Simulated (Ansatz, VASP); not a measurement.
ScIn4 in VASP and in Ansatz

INCAR

```
PREC = Accurate ; ENCUT = 520
EDIFF = 1E-6 ; ISMEAR = 0
SIGMA = 0.1 ; LREAL = False
LASPH = True ; NELM = 150
ALGO = Fast ; ISIF = 2
LWAVE = False ; LCHARG = False
ISPIN = 2 ; MAGMOM = 1 0 0 0 0
LORBIT = 11 ; LMAXMIX = 4
GGA = PE ; NBANDS = 44
```

Contents of KPOINTS:

```
regular mesh
0
Gamma
  4 4 4
```

The input POSCAR:

```
ScIn4
1.0
   -3.3804126136      3.3804126136      3.3804126136
    3.3804126136     -3.3804126136      3.3804126136
    3.3804126136      3.3804126136     -3.3804126136
Sc In
1 4
Direct
    0.0000000000      0.0000000000      0.0000000000
    0.0000000000      0.0000000000      0.5000000000
    0.0000000000      0.5000000000      0.0000000000
    0.5000000000      0.0000000000      0.0000000000
    0.5000000000      0.5000000000      0.5000000000
```

Input for Ansatz:

```yaml
crystal:
  lattice:
    - [-3.3804126136, 3.3804126136, 3.3804126136]
    - [3.3804126136, -3.3804126136, 3.3804126136]
    - [3.3804126136, 3.3804126136, -3.3804126136]
  atoms:
    - { symbol: Sc, position: [0.0, 0.0, 0.0], spin: 1.0 }
    - { symbol: In, position: [0.0, 0.0, 0.5] }
    - { symbol: In, position: [0.0, 0.5, 0.0] }
    - { symbol: In, position: [0.5, 0.0, 0.0] }
    - { symbol: In, position: [0.5, 0.5, 0.5] }
basis:
  ecutwfc: 420
kpoints:
  mp_grid: { grid: [4, 4, 4] }
hamiltonian:
  xc: pbe
scf:
  occupations: { method: gaussian, width: 0.1 }
  lower_state_search: "off"
output:
  forces: true
  stress: true
  eigenvalues: true
  populations: true
magnetization:
  spin_polarized: true
```

Change from the starting cell: species swapped into the CrGa4 type (Im-3m, No. 229).

Alike in both runs: task single point; functional PBE; k mesh 4 × 4 × 4; occupations gaussian, width 0.1 eV; collinear spin.

|  | VASP | Ansatz |
| --- | --- | --- |
| version | VASP 6.6.1 | Ansatz 0.2.0 |
| potentials or method | VASP PAW PBE potentials, release 64 (Sc_sv, In_d), cutoff 520 eV | scalar-relativistic, plane waves, PAW |
| valence electrons in the cell | 63 | 63 |

|  | VASP | Ansatz | Ansatz less VASP |
| --- | --- | --- | --- |
| gap on the k mesh at the Fermi level (eV) | none | none | - |
| pressure (GPa) | 0.1 | 0.1 | 0.00 |
| net moment per atom (μB) | 0.24 | 0.24 | 0.000 |
| size of the moment on the site where the two differ most (μB) | 0.40 | 0.38 | -0.020 |

Site moments also hang on the region over which each program counts them. A gap of «none» marks a metal or a gap that the smearing closes. The functional is the same, so the differences come from potentials, cutoffs and numerics.
